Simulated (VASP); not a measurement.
Write the native input for VASP 6.6.1 that does the following.

```
Task                   : relaxation of cell and atoms
Functional             : PBE
Potentials or basis    : VASP PAW PBE potentials, release 64 (Sr_sv, Ti_sv, O)
Cutoff                 : 600 eV
k mesh                 : 8 × 8 × 8
Occupations            : gaussian, width 0.02 eV
Spin                   : no spin polarisation
Dipole correction      : no
Further INCAR settings : ALGO = Normal; EDIFF = 1e-06; IBRION = 2; EDIFFG = -0.01; NSW = 100; ISIF = 3
```

The structure of SrTiO3 lies in POSCAR:

```
SrTiO3
1.0
    2.8086098236     -2.7948296537      0.0000000000
    2.8086098236      2.7948296537      0.0000000000
   -0.0151323669      0.0000000000      3.9319166492
Sr Ti O
1 1 3
Direct
    0.5145704417      0.5145704417      0.4915740170
    0.0179160510      0.0179160510      0.9884923789
    0.4889839778      0.9898637403      0.0066514939
    0.9898637403      0.4889839778      0.0066514939
    0.9883021845      0.9883021845      0.5066370985
```

The input as run:

INCAR

```
  ALGO = Normal
  EDIFF = 1E-6
  EDIFFG = -0.01
  ENCUT = 600
  GGA = PE
  IBRION = 2
  ISIF = 3
  ISMEAR = 0
  LASPH = T
  LCHARG = F
  LREAL = F
  LWAVE = F
  NELM = 80
  NSW = 100
  PREC = Accurate
  SIGMA = 0.02
```

KPOINTS

```
k-points
0
Gamma
  8 8 8
```

Potentials or basis: VASP PAW PBE potentials, release 64 (Sr_sv, Ti_sv, O).

Run with:

```sh
$ cat potpaw_PBE.64/Sr_sv/POTCAR potpaw_PBE.64/Ti_sv/POTCAR potpaw_PBE.64/O/POTCAR > POTCAR
$ mpirun -np 1 vasp_std > vasp.out
```

It gave:

- Relaxed volume: 12.32 Å³/atom
- Relaxed cell: a = 3.954 Å, b = 3.954 Å, c = 3.939 Å, α = 90.10°, β = 90.10°, γ = 89.84°
- Space group after relaxing (to 0.1 Å): R3m (No. 160)
- Energy gained by relaxing: 0.6 meV/atom
- Ionic steps: 12
- Pressure after relaxing: 0.0 GPa
- Largest force after relaxing: 0.005 eV/Å
- Band gap on the k mesh: 2.06 eV (least direct gap 2.57 eV)

It took 10 min on 1 thread of AMD EPYC 9R45 96-Core Processor (Zen 5) (shared host), peak memory 0.39 GiB.
